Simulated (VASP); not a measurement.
Input of a VASP 6.6.1 run:

File INCAR:

```
SYSTEM = K2Pt
PREC = Accurate
ENCUT = 520
EDIFF = 1E-7
ISMEAR = 0
SIGMA = 0.05
LREAL = .FALSE.
LASPH = .TRUE.
NELM = 80
ALGO = Normal
ISIF = 2
LWAVE = .FALSE.
LCHARG = .TRUE.
GGA = PS
LELF = .TRUE.
LVHAR = .TRUE.
NBANDS = 21
```

The input KPOINTS:

```
regular mesh
0
G
  6 6 6
  0 0 0
```

File POSCAR:

```
K2Pt
1.0
    0.0000000000      3.7814631400      3.7814631400
    3.7814631400      0.0000000000      3.7814631400
    3.7814631400      3.7814631400      0.0000000000
K Pt
2 1
Direct
    0.7500000000      0.7500000000      0.7500000000
    0.2500000000      0.2500000000      0.2500000000
   -0.0198335928      0.0198335928      0.0198335928
```

Potentials or basis: VASP PAW PBE potentials, release 64 (K_sv, Pt).

Command:

```bash
$ cat potpaw_PBE.64/K_sv/POTCAR potpaw_PBE.64/Pt/POTCAR > POTCAR
$ mpirun -np 1 vasp_std > vasp.out
```

Task: What does it give for the pressure?

Result: -0.4 GPa.

Task: What does it give for the largest force?

Result: 0.237 eV/Å.

Forces in eV/Å, atoms in the order of the input:
```
K    0.119  0.000  0.000
K    0.119  0.000  0.000
Pt  -0.237  0.000  0.000
```

Caveat: the cell differs from its parent crystal (all Pt atoms moved +0.150 Å, as atom 3 along Cartesian [1 0 0]); the PAW data sets were made with another functional, which shifts forces and pressure a little.
